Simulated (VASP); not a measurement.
A run of VASP 6.6.1 is set up as follows.

File INCAR:

```
SYSTEM = LiF
PREC     = Accurate       ! precision mode
ENCUT    = 750            ! plane-wave cutoff, eV
EDIFF    = 1E-6           ! SCF threshold, eV
ISMEAR   = 0              ! smearing method
SIGMA    = 0.01           ! smearing width, eV
LREAL    = .FALSE.        ! projectors in reciprocal space
LASPH    = .TRUE.         ! aspherical terms in the spheres
NELM     = 120            ! most SCF steps
ALGO     = Normal         ! electronic algorithm
ISIF     = 2              ! what is computed and relaxed
LWAVE    = .FALSE.        ! write WAVECAR
LCHARG   = .FALSE.        ! write CHGCAR
GGA      = PE             ! functional
NBANDS   = 12             ! bands
GGA_COMPAT= .FALSE.
```

KPOINTS

```
Automatic mesh
0
G
  3 3 3
  0 0 0
```

The input POSCAR:

```
LiF
1.0
    0.0000000000      2.0571010639      2.0571010639
    2.0571010639      0.0000000000      2.0571010639
    2.0571010639      2.0571010639      0.0000000000
Li F
1 1
Direct
    0.0000000000      0.0000000000      0.0000000000
    0.5000000000      0.5000000000      0.5000000000
```

Potentials or basis: VASP PAW PBE potentials, release 64 (Li_sv, F).

Launch:

```console
$ cat potpaw_PBE.64/Li_sv/POTCAR potpaw_PBE.64/F/POTCAR > POTCAR
$ mpirun -np 1 vasp_std > vasp.out
```

Question: Estimate the pressure.

Answer: -2.4 GPa.

Question: What does it give for the band gap on the k mesh?

Answer: 8.52 eV, direct.

Caveat: the k points lie up to 0.88 Å⁻¹ apart.
